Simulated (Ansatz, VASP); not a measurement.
AlB2N3 in VASP and in Ansatz

```
Al B N
1.0
     2.61238    0.00000    0.00000
     0.00000    2.61238    0.00000
     0.00000    0.00000    8.38763
Al B N
1 2 3
Direct
  0.50000 0.50000 0.14334
  0.00000 0.00000 0.88727
  0.50000 0.50000 0.71749
  0.00000 0.00000 0.70055
  0.00000 0.00000 0.15372
  0.50000 0.50000 0.89763
```

Change from the starting cell: species swapped into the MnAl2Cr3 type (P4mm, No. 99).

Alike in both runs: functional PBE; k mesh 14 × 14 × 4; occupations gaussian, width 0.01 eV; no spin polarisation.

Ansatz relaxed the structure, and its values are those at the end. VASP's run is a single point on that final structure, the one shown.

|  | VASP | Ansatz |
| --- | --- | --- |
| version | VASP 6.6.1 | Ansatz 0.2.0 |
| potentials or method | VASP PAW PBE potentials, release 64 (Al, B, N), cutoff 520 eV | scalar-relativistic, plane waves, PAW |
| valence electrons in the cell | 24 | 24 |

Ansatz gave:

* gap on the k mesh at the Fermi level (eV): 0.24
* least direct gap on the mesh (eV): 2.07
* pressure (GPa): 0.0
* rms of the force components (eV/Å): 0.002

Problem. Which values does VASP return?

Solution. gap on the k mesh at the Fermi level (eV): 0.24; least direct gap on the mesh (eV): 2.06; pressure (GPa): 0.0; rms of the force components (eV/Å): 0.017.

The functional is the same, so the differences come from potentials, cutoffs and numerics.
